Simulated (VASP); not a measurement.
Input of a VASP 6.6.1 run:

INCAR

```
SYSTEM = GaN
  PREC = Accurate
  ENCUT = 520
  EDIFF = 1E-6
  ISMEAR = -1
  SIGMA = 0.02
  LREAL = .FALSE.
  LASPH = .TRUE.
  NELM = 100
  ALGO = Normal
  ISIF = 2
  LWAVE = .FALSE.
  LCHARG = .TRUE.
  LELF = .TRUE.
  LVHAR = .TRUE.
  NBANDS = 16
```

KPOINTS

```
regular mesh
0
G
  8 8 8
  0 0 0
```

File POSCAR:

```
GaN
1.0
    0.0000000000      2.2276639158      2.2276639158
    2.2276639158      0.0000000000      2.2276639158
    2.2276639158      2.2276639158      0.0000000000
Ga N
1 1
Direct
    0.0000000000      0.0000000000      0.0000000000
    0.2500000000      0.2500000000      0.2500000000
```

Potentials or basis: VASP PAW LDA potentials, release 64 (Ga_d, N).

Command:

```console
$ cat potpaw_LDA.64/Ga_d/POTCAR potpaw_LDA.64/N/POTCAR > POTCAR
$ mpirun -np 1 vasp_std > vasp.out
```

Task: Predict the band gap on the k mesh.

Result: 1.97 eV, direct.

Task: Estimate the pressure.

Result: 1.1 GPa.

Expect the measured gap to be larger: semilocal functionals such as LDA lack the derivative discontinuity.
